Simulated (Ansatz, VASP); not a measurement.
## One calculation of Hf, two programs

INCAR

```
  ALGO = Normal
  EDIFF = 1E-6
  ENCUT = 520
  GGA = PE
  ISIF = 2
  ISMEAR = 0
  LASPH = True
  LCHARG = False
  LREAL = False
  LWAVE = False
  NBANDS = 17
  NELM = 60
  PREC = Accurate
  SIGMA = 1.0
```

KPOINTS

```
k-points
0
Gamma
  11 11 6
```

Contents of POSCAR:

```
Hf
1.0
    3.2045059552      0.0000000000      0.0000000000
   -1.6022529776      2.7751835638      0.0000000000
    0.0000000000      0.0000000000      5.0738215932
Hf
2
Direct
    0.3333333333      0.6666666667      0.2500000000
    0.6666666667      0.3333333333      0.7500000000
```

Input for Ansatz:

```yaml
crystal:
  lattice:
    - [3.2045059552, 0.0, 0.0]
    - [-1.6022529776, 2.7751835638, 0.0]
    - [0.0, 0.0, 5.0738215932]
  atoms:
    - { symbol: Hf, position: [0.3333333333, 0.6666666667, 0.25] }
    - { symbol: Hf, position: [0.6666666667, 0.3333333333, 0.75] }
hamiltonian:
  xc: pbe
  pseudopotentials:
    kind: paw
    azcp:
      Hf: "pseudopotentials/Hf.paw.azcp"
basis:
  ecutwfc: 420
  fft_grid_basis: typed
kpoints:
  mp_grid: { grid: [11, 11, 6], shift: [0, 0, 0] }
magnetization:
  spin_polarized: false
scf:
  occupations: { method: gaussian, width: 1.0 }
  lower_state_search: "off"
output:
  stress: true
  write_density: true
  write_potential: true
  elf: true
  volumetric_format: npy
```

Alike in both runs: task single point; functional PBE; k mesh 11 × 11 × 6; occupations gaussian, width 1 eV; no spin polarisation.

|  | VASP | Ansatz |
| --- | --- | --- |
| version | VASP 6.6.1 | Ansatz 0.2.0 |
| potentials or method | VASP PAW PBE potentials, release 64 (Hf_pv), cutoff 520 eV | plane waves (420 eV) with PAW, scalar-relativistic |
| valence electrons in the cell | 20 | 52 |

|  | VASP | Ansatz | Ansatz less VASP |
| --- | --- | --- | --- |
| pressure (GPa) | 1.5 | 1.9 | +0.40 |
| traceless stress, the component that is largest in VASP (GPa) | 1.75 | 1.79 | +0.041 |

VASP's potentials hold 20 valence electrons a cell and Ansatz's 52, so a difference there can come from the potentials and not from the codes.

Neither program's run includes spin-orbit coupling.
